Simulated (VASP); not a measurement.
A run of VASP 6.6.1 is set up as follows.

Contents of INCAR:

```
SYSTEM = Ba
  PREC = Accurate
  ENCUT = 520
  EDIFF = 1E-6
  ISMEAR = 1
  SIGMA = 0.1
  LREAL = .FALSE.
  LASPH = .TRUE.
  NELM = 60
  ALGO = Normal
  ISIF = 2
  LWAVE = .FALSE.
  LCHARG = .FALSE.
  GGA = PS
  NBANDS = 17
```

Contents of KPOINTS:

```
regular mesh
0
G
  5 5 7
  0 0 0
```

The input POSCAR:

```
Ba
1.0
    7.0653394952      0.0000000000      0.0000000000
   -3.5326702526      6.1187637431      0.0000000000
    0.0000000000      0.0000000000      3.9481033887
Ba
2
Direct
    0.3333333333      0.6666666667      0.5000000000
    0.6666666667      0.3333333333      0.5000000000
```

Potentials or basis: VASP PAW PBE potentials, release 64 (Ba_sv).

Command:

```console
$ cat potpaw_PBE.64/Ba_sv/POTCAR > POTCAR
$ mpirun -np 1 vasp_std > vasp.out
```

(1) Predict the band gap on the k mesh.

(2) Predict the pressure.

Results:

(1) zero (band 10 reaches 0.87 eV, above the bottom of band 11 at 0.14 eV).

(2) -0.2 GPa.

Caveat: the PAW data sets were made with another functional, which shifts forces and pressure a little; spin-orbit coupling is left out, which moves the levels of the heavy elements.
